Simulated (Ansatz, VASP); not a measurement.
# Two plane-wave programs on Ge

The input INCAR:

```
ALGO = Normal
DIPOL = 0.5 0.5 0.415
EDIFF = 1E-6
ENCUT = 520
GGA = PE
IDIPOL = 3
ISIF = 2
ISMEAR = 0
IVDW = 12
LASPH = T
LCHARG = T
LDIPOL = T
LELF = T
LREAL = F
LVACPOTAV = T
LVHAR = T
LWAVE = F
NBANDS = 36
NELM = 100
PREC = Accurate
SIGMA = 0.1
```

Contents of KPOINTS:

```
k-points
0
Gamma
  9 9 1
```

The input POSCAR:

```
Ge
1.0
    4.0226895460      0.0000000000      0.0000000000
   -2.0113447730      3.4837513384      0.0000000000
    0.0000000000      0.0000000000     18.8685220369
Ge
4
Direct
    0.3333333333      0.6666666667      0.2747571330
    0.6666666667      0.3333333333      0.2384924474
    0.6666666667      0.3333333333      0.5919129233
    1.0000000000      0.0000000000      0.5556482377
```

Input for Ansatz:

```yaml
crystal:
  lattice:
    - [4.022689546, 0.0, 0.0]
    - [-2.011344773, 3.4837513384, 0.0]
    - [0.0, 0.0, 18.8685220369]
  atoms:
    - { symbol: Ge, position: [0.3333333333, 0.6666666667, 0.274757133] }
    - { symbol: Ge, position: [0.6666666667, 0.3333333333, 0.2384924474] }
    - { symbol: Ge, position: [0.6666666667, 0.3333333333, 0.5919129233] }
    - { symbol: Ge, position: [1.0, 0.0, 0.5556482377] }
basis:
  ecutwfc: 420
kpoints:
  mp_grid: { grid: [9, 9, 1] }
hamiltonian:
  xc: pbe
  pseudopotentials: { kind: paw, azcp: { folder: soft_1 } }
  dispersion: d3bj
scf:
  occupations: { method: gaussian, width: 0.1 }
output:
  forces: true
  eigenvalues: true
efield:
  axis: 3
  dipole_correction: true
  ramp_width: 0.04
```

Alike in both runs: task single point; functional PBE; dispersion D3(BJ); k mesh 9 × 9 × 1; occupations gaussian, width 0.1 eV; no spin polarisation.

|  | VASP | Ansatz |
| --- | --- | --- |
| version | VASP 6.6.1 | Ansatz 0.2.0 |
| potentials or method | VASP PAW PBE potentials, release 64 (Ge_d), cutoff 520 eV | scalar-relativistic, plane waves, PAW |
| valence electrons in the cell | 56 | 56 |

|  | VASP | Ansatz | Ansatz less VASP |
| --- | --- | --- | --- |
| gap on the k mesh at the Fermi level (eV) | none | none | - |
| rms of the force components (eV/Å) | 0.018 | 0.018 | -0.0001 |
| work function, face that differs most (eV) | 4.46 | 4.46 | 0.000 |

Atom by atom the forces differ by 0.000 eV/Å (rms over components). A gap of «none» marks a metal or a gap that the smearing closes.
